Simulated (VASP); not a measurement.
Ru, 2 atoms in the cell. It takes space group P6_3/mmc (No. 194, hexagonal). The conventional cell has a = 2.674 Å, b = 2.674 Å, c = 4.227 Å, α = 90.00°, β = 90.00°, γ = 120.00°. Ru (site symmetry -6m2) has 12 Ru at 2.62 to 2.67 Å within 3.5 Å. 

```yaml
Program: VASP 6.6.1
Task: single point
Functional: LDA
Potentials_or_basis: VASP PAW LDA potentials, release 64 (Ru_pv)
Cutoff: 520 eV
k_mesh: 18 × 18 × 10
Occupations: gaussian, width 0.05 eV
Spin: no spin polarisation
Dipole_correction: no
k_mesh_for_the_DOS: 27 × 27 × 15
Occupations_for_the_DOS: tetrahedron
Further_INCAR_settings: ALGO = Normal; EDIFF = 1e-07
```

Potentials or basis: VASP PAW LDA potentials, release 64 (Ru_pv).

Command:

```sh
$ cat potpaw_LDA.64/Ru_pv/POTCAR > POTCAR
$ cp INCAR.step1 INCAR
$ cp KPOINTS.step1 KPOINTS
$ mpirun -np 1 vasp_std > vasp.out
$ cp INCAR.step2 INCAR
$ cp KPOINTS.step2 KPOINTS
$ mpirun -np 1 vasp_std > vasp.out
```

Hardware: 1 thread of Intel Xeon 8259CL, on a shared host.

Problem. Estimate the wall time of this run.

Solution. Wall time 5.7 min on 1 thread of Intel Xeon 8259CL (shared host), peak memory 0.35 GiB. Counts: k points 600.
